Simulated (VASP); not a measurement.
# LaNb2N2 (I4/mmm) in VASP: a series of runs

LaNb2N2 is run at these levels: PBE; tasks: single point, relaxation of cell and atoms.

All numbers are computed with VASP 6.6.1; they aren't measurements. Logs are shortened: lines on timing, memory, paths and dates and some standing lists are left out, and cuts for length are marked.

### 1 The cell of the first run

The structure is tetragonal, space group I4/mmm (No. 139). Conventional cell: a = 3.102 Å, b = 3.102 Å, c = 15.440 Å, α = 90.00°, β = 90.00°, γ = 90.00°. La (site symmetry 4/mmm) has 2 N at 2.64 Å and 4 La at 3.10 Å and 8 Nb at 3.59 Å within 3.6 Å. Within 3.2 Å of Nb (site symmetry 4mm) lie 5 N at 2.20 to 2.24 Å and 8 Nb at 2.99 to 3.10 Å. N (site symmetry 4mm) has 5 Nb at 2.20 to 2.24 Å and 1 La at 2.64 Å within 2.9 Å.

The cell was built from a structure type or drawn by symmetry, and may not be a known phase.

### 2 Single point, PBE

INCAR reads:

```
  PREC = Accurate
  ENCUT = 520
  EDIFF = 1E-6
  ISMEAR = 0
  SIGMA = 0.1
  LREAL = False
  LASPH = True
  NELM = 100
  ALGO = Normal
  ISIF = 2
  LWAVE = False
  LCHARG = True
  GGA = PE
  LELF = True
  LVHAR = True
  NBANDS = 32
```

KPOINTS reads:

```
Automatic mesh
0
Gamma
  6 6 6
```

POSCAR reads:

```
LaNb2N2
1.0
   -1.5512068601      1.5512068601      7.7198261429
    1.5512068601     -1.5512068601      7.7198261429
    1.5512068601      1.5512068601     -7.7198261429
La Nb N
1 2 2
Direct
    0.0000000000      0.0000000000      0.0000000000
    0.3157320495      0.3157320495      0.0000000000
    0.6842679505      0.6842679505      0.0000000000
    0.1707397035      0.1707397035      0.0000000000
    0.8292602965      0.8292602965      0.0000000000
```

Potentials or basis: VASP PAW PBE potentials, release 64 (La, Nb_sv, N).

On the command line:

```bash
$ cat potpaw_PBE.64/La/POTCAR potpaw_PBE.64/Nb_sv/POTCAR potpaw_PBE.64/N/POTCAR > POTCAR
$ mpirun -np 1 vasp_std > vasp.out
```

OUTCAR:

```text
PREC = Accurate
   ENCUT = 520
   EDIFF = 1E-6
   ISMEAR = 0
   LREAL = False
   LASPH = True
   NELM = 100
   ISIF = 2
   GGA = PE

 ion  position               nearest neighbor table
   1  0.000  0.000  0.000-   4 2.64   5 2.64
   2  0.316  0.316  0.000-   5 2.20   5 2.20   5 2.20   5 2.20   4 2.24   3 2.99   3 2.99   3 2.99
                             3 2.99
   3  0.684  0.684  0.000-   4 2.20   4 2.20   4 2.20   4 2.20   5 2.24   2 2.99   2 2.99   2 2.99
                             2 2.99
   4  0.171  0.171  0.000-   3 2.20   3 2.20   3 2.20   3 2.20   2 2.24   1 2.64
   5  0.829  0.829  0.000-   2 2.20   2 2.20   2 2.20   2 2.20   3 2.24   1 2.64

  LATTYP: Found a body centered tetragonal cell.
 ALAT       =     3.1024137202
 C/A-ratio  =     4.9766580728

  Lattice vectors:

 A1 = (  -1.5512068601,   1.5512068601,   7.7198261429)
 A2 = (   1.5512068601,  -1.5512068601,   7.7198261429)
 A3 = (   1.5512068601,   1.5512068601,  -7.7198261429)

Analysis of symmetry for initial positions (statically):
=====================================================================
 Subroutine PRICEL returns:
 Original cell was already a primitive cell.

 Routine SETGRP: Setting up the symmetry group for a
 body centered tetragonal supercell.

 Subroutine GETGRP returns: Found 16 space group operations
 (whereof 16 operations were pure point group operations)
 out of a pool of 16 trial point group operations.

The static configuration has the point symmetry D_4h.

Analysis of symmetry for dynamics (positions and initial velocities):
=====================================================================
 Subroutine PRICEL returns:
 Original cell was already a primitive cell.

 Routine SETGRP: Setting up the symmetry group for a
 body centered tetragonal supercell.

 Subroutine GETGRP returns: Found 16 space group operations
 (whereof 16 operations were pure point group operations)
 out of a pool of 16 trial point group operations.

The dynamic configuration has the point symmetry D_4h.

 Subroutine INISYM returns: Found 16 space group operations
 (whereof 16 operations are pure point group operations),
 and found     1 'primitive' translations

----------------------------------------------------------------------------------------

                                     Primitive cell

  volume of cell :      74.3031

  direct lattice vectors                    reciprocal lattice vectors
    -1.551206860  1.551206860  7.719826143     0.000000000  0.322329673  0.064768298
     1.551206860 -1.551206860  7.719826143     0.322329673  0.000000000  0.064768298
     1.551206860  1.551206860 -7.719826143     0.322329673  0.322329673  0.000000000

  length of vectors
     8.025472019  8.025472019  8.025472019     0.328772491  0.328772491  0.455842995

  position of ions in fractional coordinates (direct lattice)
     0.000000000  0.000000000  0.000000000
     0.315732049  0.315732049  0.000000000
     0.684267951  0.684267951  0.000000000
     0.170739703  0.170739703  0.000000000
     0.829260297  0.829260297  0.000000000

  ion indices of the primitive-cell ions
   primitive index   ion index
                 1           1
                 2           2
                 3           3
                 4           4
                 5           5

----------------------------------------------------------------------------------------

 KPOINTS: Automatic mesh

Automatic generation of k-mesh.
 Grid dimensions read from file:
 generate k-points for:    6    6    6

 Generating k-lattice:

  Cartesian coordinates                     Fractional coordinates (reciprocal lattice)
     0.000000000  0.053721612  0.010794716     0.166666667 -0.000000000  0.000000000
     0.053721612  0.000000000  0.010794716    -0.000000000  0.166666667  0.000000000
     0.053721612  0.053721612  0.000000000     0.000000000  0.000000000  0.166666667

  Length of vectors
     0.054795415  0.054795415  0.075973833

  Shift w.r.t. Gamma in fractional coordinates (k-lattice)
     0.000000000  0.000000000  0.000000000

 Subroutine IBZKPT returns following result:
 ===========================================

 Found     30 irreducible k-points:

 Following reciprocal coordinates:
            Coordinates               Weight
  0.000000  0.000000  0.000000      1.000000
  0.166667 -0.000000  0.000000      8.000000
  0.333333 -0.000000  0.000000      8.000000
  0.500000 -0.000000  0.000000      4.000000
  0.166667  0.166667  0.000000      8.000000
  0.333333  0.166667  0.000000     16.000000
[... 16 lines left out ...]
 -0.333333 -0.333333  0.166667      8.000000
 -0.166667 -0.333333  0.166667      8.000000
 [... further k-points ...]
   k-points           NKPTS =     30   k-points in BZ     NKDIM =     30   number of bands    NBANDS=     32
   number of dos      NEDOS =    301   number of ions     NIONS =      5
   total plane-waves  NPLWV = 216000
   dimension x,y,z NGX =    60 NGY =   60 NGZ =   60
   dimension x,y,z NGXF=   120 NGYF=  120 NGZF=  120
   ions per type =               1   2   2
   NGX,Y,Z   is equivalent  to a cutoff of  12.43, 12.43, 12.43 a.u.
   NGXF,Y,Z  is equivalent  to a cutoff of  24.86, 24.86, 24.86 a.u.
 SYSTEM =  unknown system
   PREC   = accura    normal or accurate (medium, high low for compatibility)
   ISTART =      0    job   : 0-new  1-cont  2-samecut
   ICHARG =      2    charge: 1-file 2-atom 10-const
   ISPIN  =      1    spin polarized calculation?
   LNONCOLLINEAR =      F non collinear calculations
   LSORBIT =      F    spin-orbit coupling
   LASPH  =      T    aspherical Exc in radial PAW
   ENCUT  =  520.0 eV  38.22 Ry    6.18 a.u.  14.92 14.92 14.92*2*pi/ulx,y,z
   NELM   =    100;   NELMIN=  2; NELMDL= -5     # of ELM steps
   EDIFF  = 0.1E-05   stopping-criterion for ELM
   LREAL  =      F    real-space projection
   EDIFFG = 0.1E-04   stopping-criterion for IOM
   NSW    =      0    number of steps for IOM
   IBRION =     -1    ionic relax: 0-MD 1-quasi-New 2-CG
   NFREE  =      0    steps in history (QN), initial steepest desc. (CG)
   ISIF   =      2    stress and relaxation
   ISYM   =      2    0-nonsym 1-usesym 2-fastsym
   POTIM  = 0.5000    time-step for ionic-motion
   TEBEG  =    0.0;   TEEND  =   0.0 temperature during run
   PSTRESS=    0.0 pullay stress
   NELECT =      47.0000    total number of electrons
   NUPDOWN=      -1.0000    fix difference up-down
   EMIN   =  10.00;   EMAX   =-10.00  energy-range for DOS
   EFERMI =   0.00;   METHOD = LEGACY
   ISMEAR =     0;   SIGMA  =   0.10  broadening in eV -4-tet -1-fermi 0-gaus
   EFERMI_NEDOS =   21; number of points for ismear=-14 and -15
   IALGO  =     38    algorithm
   IMIX   =      4    mixing-type and parameters
     AMIX     =   0.40;   BMIX     =  1.00
     AMIX_MAG =   1.60;   BMIX_MAG =  1.00
  volume/ion in A,a.u.               =      14.86       100.28
  Fermi-wavevector in a.u.,A,eV,Ry     =   1.405309  2.655649 26.870053  1.974893
  Thomas-Fermi vector in A             =   2.527783
   LORBIT       =      0    0 simple, 1 ext, 2 COOP (PROOUT), +10 PAW based schemes
   GGA     = PE    functional components
   LHFCALC =     F    Hartree Fock is set to
   AEXX    =    0.0000 exact exchange contribution
   IVDW    =     0    specifies the selected vdW correction
   LEPSILON=     F    determine dielectric tensor
   LRPA    =     F    only Hartree local field effects (RPA)
 non-spin polarized calculation
 Gauss-broadening in eV      SIGMA  =   0.10
  energy-cutoff  :      520.00
  volume of cell :       74.30
 maximum number of plane-waves:      2032
   NGX = 29   NGY = 29   NGZ = 29

 number of electron      47.0000001 magnetization

 Free energy of the ion-electron system (eV)
  ---------------------------------------------------
  ext. energy  EPLUGINS =         0.00000000
  ---------------------------------------------------
  free energy    TOTEN  =       -46.12567491 eV

  energy without entropy =      -46.08984988  energy(sigma->0) =      -46.10776239

 E-fermi :  11.6163     XC(G=0): -12.0597

 val. band max:       11.6137502593   @ k =  -0.3333  -0.3333   0.1667
 cond. band min:      11.6220860416   @ k =  -0.3333  -0.3333   0.1667
 fundamental gap:      0.0083357823
 Fermi energy:        11.6163223613

 k-point     1 :       0.0000    0.0000    0.0000
  band No.  band energies     occupation
      1     -44.3229      2.00000
      2     -44.1853      2.00000
      3     -21.0186      2.00000
      4     -20.5005      2.00000
      5     -20.3277      2.00000
      6     -20.3277      2.00000
[... 24 lines left out ...]
     31      13.7941      0.00000
     32      14.3149      0.00000

 k-point     2 :       0.1667   -0.0000    0.0000
  band No.  band energies     occupation
      1     -44.3023      2.00000
      2     -44.1828      2.00000
      3     -20.9051      2.00000
      4     -20.5385      2.00000
      5     -20.5082      2.00000
      6     -20.2928      2.00000
[... 24 lines left out ...]
     31      14.1785      0.00000
     32      14.3718      0.00000

 k-point     3 :       0.3333   -0.0000    0.0000
  band No.  band energies     occupation
      1     -44.2541      2.00000
      2     -44.1848      2.00000
      3     -20.8081      2.00000
      4     -20.7484      2.00000
      5     -20.6432      2.00000
      6     -20.2096      2.00000
[... 24 lines left out ...]
     31      14.2439      0.00000
     32      14.2972      0.00000

 k-point     4 :       0.5000   -0.0000    0.0000
  band No.  band energies     occupation
      1     -44.2078      2.00000
      2     -44.2078      2.00000
      3     -20.9144      2.00000
      4     -20.9015      2.00000
      5     -20.5103      2.00000
      6     -20.1267      2.00000
[... 654 lines left out ...]
     31      14.2574      0.00000
     32      14.3269      0.00000

 k-point    23 :      -0.3333   -0.3333    0.1667
  band No.  band energies     occupation
      1     -44.2830      2.00000
      2     -44.1793      2.00000
      3     -20.7969      2.00000
      4     -20.5616      2.00000
      5     -20.4578      2.00000
      6     -20.4555      2.00000
[... 24 lines left out ...]
     31      13.9579      0.00000
     32      14.3555      0.00000

 k-point    24 :      -0.1667   -0.3333    0.1667
  band No.  band energies     occupation
      1     -44.3023      2.00000
      2     -44.1828      2.00000
      3     -20.9042      2.00000
      4     -20.5454      2.00000
      5     -20.5018      2.00000
      6     -20.2928      2.00000
[... 24 lines left out ...]
     31      14.2043      0.00000
     32      14.5167      0.00000

 [... further k-points ...]

------------------------ aborting loop because EDIFF is reached ----------------------------------------

  FORCE on cell =-STRESS in cart. coord.  units (eV):
  Direction    XX          YY          ZZ          XY          YZ          ZX
  --------------------------------------------------------------------------------------
  -------------------------------------------------------------------------------------
  Total        0.0398635      0.0398635      0.0133675      0.0000000      0.0000000      0.0000000
  in kB        0.8595665      0.8595665      0.2882395      0.0000000      0.0000000      0.0000000
  external PRESSURE =       0.6691242 kB  Pullay stress =       0.0000000 kB

 VOLUME and BASIS-vectors are now :
 -----------------------------------------------------------------------------
  energy-cutoff  :      520.00
  volume of cell :       74.30
      direct lattice vectors                 reciprocal lattice vectors
    -1.551206860  1.551206860  7.719826143     0.000000000  0.322329673  0.064768298
     1.551206860 -1.551206860  7.719826143     0.322329673  0.000000000  0.064768298
     1.551206860  1.551206860 -7.719826143     0.322329673  0.322329673  0.000000000

 POSITION                                       TOTAL-FORCE (eV/Angst)
 -----------------------------------------------------------------------------------
      0.00000      0.00000      0.00000        -0.000000     -0.000000     -0.000000
      0.00000      0.00000      4.87479         0.000000      0.000000     -0.017446
      0.00000      0.00000     10.56486        -0.000000     -0.000000      0.017446
      0.00000      0.00000      2.63616         0.000000      0.000000      0.010305
      0.00000      0.00000     12.80349        -0.000000     -0.000000     -0.010305
 -----------------------------------------------------------------------------------
    total drift:                               -0.000000     -0.000000      0.000000

  FREE ENERGIE OF THE ION-ELECTRON SYSTEM (eV)
  ---------------------------------------------------
  free  energy   TOTEN  =       -46.1256749059 eV

  energy  without entropy=      -46.0898498797  energy(sigma->0) =      -46.10776239
```

Run time: 5 min. Hardware: 1 thread of AMD EPYC 9R45 (Zen 5), shared host; peak memory 0.51 GiB.

Results:

* Free energy: -46.1257 eV
* Pressure: 0.1 GPa
* Largest force: 0.017 eV/Å
* Band gap on the k mesh: zero (an odd number of electrons rules out a gap without spin polarisation)

Forces on the atoms (eV/Å):
```
La   0.000  0.000  0.000
Nb   0.000  0.000 -0.017
Nb   0.000  0.000  0.017
N    0.000  0.000  0.010
N    0.000  0.000 -0.010
```

Caveat: spin-orbit coupling is left out, which moves the levels of the heavy elements.

### 3 Single point, PBE

This run uses another cell than the first one, of 17.28 Å³/atom.

INCAR reads:

```
SYSTEM = LaNb2N2
PREC = Accurate
ENCUT = 520
EDIFF = 1E-6
ISMEAR = 0
SIGMA = 0.1
LREAL = .False.
LASPH = .True.
NELM = 100
ALGO = Normal
ISIF = 2
LWAVE = .False.
LCHARG = .True.
GGA = PE
LELF = .True.
LVHAR = .True.
NBANDS = 32
```

KPOINTS reads:

```
regular mesh
0
Gamma
  6 6 6
  0 0 0
```

POSCAR reads:

```
LaNb2N2
1.0
   -1.9008466300      1.9008466300      5.9767711200
    1.9008466300     -1.9008466300      5.9767711200
    1.9008466300      1.9008466300     -5.9767711200
La Nb N
1 2 2
Direct
    0.0000000000      0.0000000000      0.0000000000
    0.3443000000      0.3443000000      0.0000000000
    0.6557000000      0.6557000000      0.0000000000
    0.1411000000      0.1411000000      0.0000000000
    0.8589000000      0.8589000000      0.0000000000
```

Potentials or basis: VASP PAW PBE potentials, release 64 (La, Nb_sv, N).

On the command line:

```bash
$ cat potpaw_PBE.64/La/POTCAR potpaw_PBE.64/Nb_sv/POTCAR potpaw_PBE.64/N/POTCAR > POTCAR
$ mpirun -np 1 vasp_std > vasp.out
```

OUTCAR:

```text
SYSTEM = LaNb2N2
   PREC = Accurate
   ENCUT = 520
   EDIFF = 1E-6
   ISMEAR = 0
   LREAL = .False.
   LASPH = .True.
   NELM = 100
   ISIF = 2
   GGA = PE

 ion  position               nearest neighbor table
   1  0.000  0.000  0.000-   4 1.69   5 1.69   3 3.27   2 3.27   3 3.27   3 3.27   3 3.27   2 3.27
                             2 3.27   2 3.27
   2  0.344  0.344  0.000-   1 3.27   1 3.27   1 3.27   1 3.27
   3  0.656  0.656  0.000-   1 3.27   1 3.27   1 3.27   1 3.27
   4  0.141  0.141  0.000-   1 1.69
   5  0.859  0.859  0.000-   1 1.69

  LATTYP: Found a body centered tetragonal cell.
 ALAT       =     3.8016932600
 C/A-ratio  =     3.1442679413

  Lattice vectors:

 A1 = (  -1.9008466300,   1.9008466300,   5.9767711200)
 A2 = (   1.9008466300,  -1.9008466300,   5.9767711200)
 A3 = (   1.9008466300,   1.9008466300,  -5.9767711200)

Analysis of symmetry for initial positions (statically):
=====================================================================
 Subroutine PRICEL returns:
 Original cell was already a primitive cell.

[... 177 lines left out ...]

 val. band max:        9.1577477409   @ k =   0.3333   0.1667   0.0000
 cond. band min:       9.1952530586   @ k =   0.5000   0.5000   0.1667
 fundamental gap:      0.0375053177
 Fermi energy:         9.1826268559

 k-point     1 :       0.0000    0.0000    0.0000
  band No.  band energies     occupation
      1     -46.6419      2.00000
      2     -46.6243      2.00000
      3     -22.8175      2.00000
      4     -22.7399      2.00000
      5     -22.7399      2.00000
      6     -22.6875      2.00000
[... 829 lines left out ...]
     31      11.4513      0.00000
     32      12.0480      0.00000

 [... further k-points ...]

------------------------ aborting loop because EDIFF is reached ----------------------------------------

  FORCE on cell =-STRESS in cart. coord.  units (eV):
  Direction    XX          YY          ZZ          XY          YZ          ZX
  --------------------------------------------------------------------------------------
  -------------------------------------------------------------------------------------
  Total      -10.5478071    -10.5478071     38.9271945      0.0000000      0.0000000      0.0000000
  in kB     -195.6374491   -195.6374491    722.0095079      0.0000000      0.0000000      0.0000000
  external PRESSURE =     110.2448699 kB  Pullay stress =       0.0000000 kB

 VOLUME and BASIS-vectors are now :
 -----------------------------------------------------------------------------
  energy-cutoff  :      520.00
  volume of cell :       86.38
      direct lattice vectors                 reciprocal lattice vectors
    -1.900846630  1.900846630  5.976771120     0.000000000  0.263040685  0.083657211
     1.900846630 -1.900846630  5.976771120     0.263040685  0.000000000  0.083657211
     1.900846630  1.900846630 -5.976771120     0.263040685  0.263040685  0.000000000

 POSITION                                       TOTAL-FORCE (eV/Angst)
 -----------------------------------------------------------------------------------
      0.00000      0.00000      0.00000        -0.000000     -0.000000     -0.000000
      0.00000      0.00000      4.11560         0.000000      0.000000     -1.879435
      0.00000      0.00000      7.83794        -0.000000     -0.000000      1.879435
      0.00000      0.00000      1.68664        -0.000000     -0.000000     12.764225
      0.00000      0.00000     10.26690         0.000000      0.000000    -12.764225
 -----------------------------------------------------------------------------------
    total drift:                               -0.000000     -0.000000      0.000000

  FREE ENERGIE OF THE ION-ELECTRON SYSTEM (eV)
  ---------------------------------------------------
  free  energy   TOTEN  =       -32.8596271977 eV

  energy  without entropy=      -32.8372171532  energy(sigma->0) =      -32.84842218
```

It took 3.6 min on 1 thread of AMD EPYC 9R45 (Zen 5), shared host; peak memory 0.38 GiB.

Results:

- Free energy: -32.8596 eV
- Pressure: 11.0 GPa
- Largest force: 12.764 eV/Å
- Band gap on the k mesh: zero (an odd number of electrons rules out a gap without spin polarisation)

Forces in eV/Å, atoms in the order of the input:
```
La    0.000   0.000   0.000
Nb    0.000   0.000  -1.879
Nb    0.000   0.000   1.879
N     0.000   0.000  12.764
N     0.000   0.000 -12.764
```

Stress tensor (GPa, compression positive):
```
-19.56   0.00   0.00
  0.00 -19.56   0.00
  0.00   0.00  72.20
```

Caveat: the cell stands under pressure; spin-orbit coupling is left out, which moves the levels of the heavy elements; forces of over 1 eV/Å act on the atoms, so gaps and moduli don't describe the material at rest.

(Continued in part 2 of 2.)
